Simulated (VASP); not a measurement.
**KCl: electric field gradients with LDA**

KCl:

```
K Cl
1.0
     0.00000    3.19763    3.19763
     3.19763    0.00000    3.19763
     3.19763    3.19763    0.00000
K Cl
1 1
Direct
  0.00000 0.00000 0.00000
  0.50000 0.50000 0.50000
```

```
Program                : VASP 6.6.1
Task                   : electric field gradients
Functional             : LDA
Potentials or basis    : VASP PAW LDA potentials, release 64 (K_sv, Cl)
Cutoff                 : 520 eV
k mesh                 : 7 × 7 × 7
Occupations            : fermi-dirac, width 0.03 eV
Spin                   : no spin polarisation
Dipole correction      : no
Further INCAR settings : ALGO = Normal; EDIFF = 1e-08; NBANDS = 15
```

The pressure is -2.5 GPa, the band gap on the k mesh is 4.59 eV and the largest electric field gradient by atom is zero within the noise of the run.

Levels at points of the mesh, in eV from the valence-band top:
```csv
k point,band 5,band 6,band 7,band 8,band 9,band 10,band 11,band 12
"(0.00, 0.00, 0.00)",-10.64,0.00,0.00,0.00,4.59,8.06,8.06,8.06
```

Wall time 44 s on 1 thread of Intel Xeon 8259CL (shared host), peak memory 0.17 GiB.

Caveat: an odd mesh through Γ misses points on the zone boundary, where band edges can lie.
